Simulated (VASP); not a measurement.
Set up this calculation in VASP 6.6.1, as the native input.

| Item | Value |
| --- | --- |
| Task | single point |
| Functional | PBE |
| Dispersion | D3(BJ) |
| Potentials or basis | VASP PAW PBE potentials, release 64 (K_sv, Y_sv, Si) |
| Cutoff | 520 eV |
| k mesh | 4 × 4 × 2 |
| Occupations | gaussian, width 0.1 eV |
| Spin | no spin polarisation |
| Dipole correction | no |
| Further INCAR settings | ALGO = Normal; EDIFF = 1e-07; NBANDS = 27 |

The structure of KYSi4 lies in POSCAR:

```
KYSi4
1.0
    4.1331323288      0.0000000000      0.0000000000
    0.0000000000      4.1331323288      0.0000000000
    0.0000000000      0.0000000000      8.0603826433
K Y Si
1 1 4
Direct
    0.0000000000      0.0000000000      0.0000000000
    0.5000000000      0.5000000000      0.5000000000
    0.5000000000      0.5000000000      0.1432456636
    0.5000000000      0.5000000000      0.8567543364
    0.0000000000      0.0000000000      0.6379610322
    0.0000000000      0.0000000000      0.3620389678
```

One way to write it, as run:

INCAR

```
SYSTEM = KYSi4
  PREC = Accurate
  ENCUT = 520
  EDIFF = 1E-7
  ISMEAR = 0
  SIGMA = 0.1
  LREAL = .FALSE.
  LASPH = .TRUE.
  NELM = 100
  ALGO = Normal
  ISIF = 2
  LWAVE = .FALSE.
  LCHARG = .FALSE.
  GGA = PE
  IVDW = 12
  NBANDS = 27
```

KPOINTS

```
regular mesh
0
G
  4 4 2
  0 0 0
```

Potentials or basis: VASP PAW PBE potentials, release 64 (K_sv, Y_sv, Si).

Launch:

```sh
$ cat potpaw_PBE.64/K_sv/POTCAR potpaw_PBE.64/Y_sv/POTCAR potpaw_PBE.64/Si/POTCAR > POTCAR
$ mpirun -np 1 vasp_std > vasp.out
```

Results of the run:

```yaml
Pressure: -0.1 GPa
Largest_force: 0.027 eV/Å
Band_gap_on_the_k_mesh: zero (band 18 reaches 4.44 eV, above the bottom of band 19 at 3.59 eV)
Dispersion_energy_per_atom: -0.315 eV
```

Caveat: the k points lie up to 0.39 Å⁻¹ apart; pairwise dispersion overbinds metals, which lowers pressure and volume.

It took 31 s on 1 thread of Intel(R) Xeon(R) 6975P-C (Granite Rapids), on a shared host, peak memory 0.27 GiB.
